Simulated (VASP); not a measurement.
Wanted: the native input for a VASP 6.6.1 run.

```
Task                   : single point
Functional             : PBE
Dispersion             : D3(BJ)
Potentials or basis    : VASP PAW PBE potentials, release 64 (Sn_d, Se)
Cutoff                 : 520 eV
k mesh                 : 12 × 12 × 6
Occupations            : gaussian, width 0.03 eV
Spin                   : no spin polarisation
Dipole correction      : no
Further INCAR settings : ALGO = Normal; EDIFF = 1e-06; NBANDS = 20
```

The structure of SnSe2 lies in POSCAR:

```
SnSe2
1.0
    4.0310010254      0.0000000000      0.0000000000
   -2.0155005127      3.4909492907      0.0000000000
    0.0000000000      0.0000000000      5.8613403327
Sn Se
1 2
Direct
    0.0000000000      0.0000000000      0.0000000000
    0.3333333333      0.6666666667      0.2651529960
    0.6666666667      0.3333333333      0.7348470040
```

This cell differs from its parent crystal: strain +0.050 along x and y, -0.025 along z.

The input as run:

INCAR

```
SYSTEM = SnSe2
PREC = Accurate ; ENCUT = 520
EDIFF = 1E-6 ; ISMEAR = 0
SIGMA = 0.03 ; LREAL = .False.
LASPH = .True. ; NELM = 100
ALGO = Normal ; ISIF = 2
LWAVE = .False. ; LCHARG = .True.
GGA = PE ; IVDW = 12
LELF = .True. ; LVHAR = .True.
NBANDS = 20
```

KPOINTS

```
regular mesh
0
Gamma
  12 12 6
  0 0 0
```

Potentials or basis: VASP PAW PBE potentials, release 64 (Sn_d, Se).

Run with:

```console
$ cat potpaw_PBE.64/Sn_d/POTCAR potpaw_PBE.64/Se/POTCAR > POTCAR
$ mpirun -np 1 vasp_std > vasp.out
```

It gave:

```
Pressure                   : -4.0 GPa
Largest force              : 0.110 eV/Å
Band gap on the k mesh     : zero (bands 13 and 14 overlap by 0.04 eV)
Dispersion energy per atom : -0.338 eV
```

Caveat: the cell differs from its parent crystal (strain +0.050 along x and y, -0.025 along z); the cell stands under tension; semilocal functionals underestimate gaps, so a narrow gap can read as zero; spin-orbit coupling is left out, which moves the levels of the heavy elements.

Wall time 4.7 min on 1 thread of Intel Xeon 8259CL (shared host), peak memory 0.31 GiB.
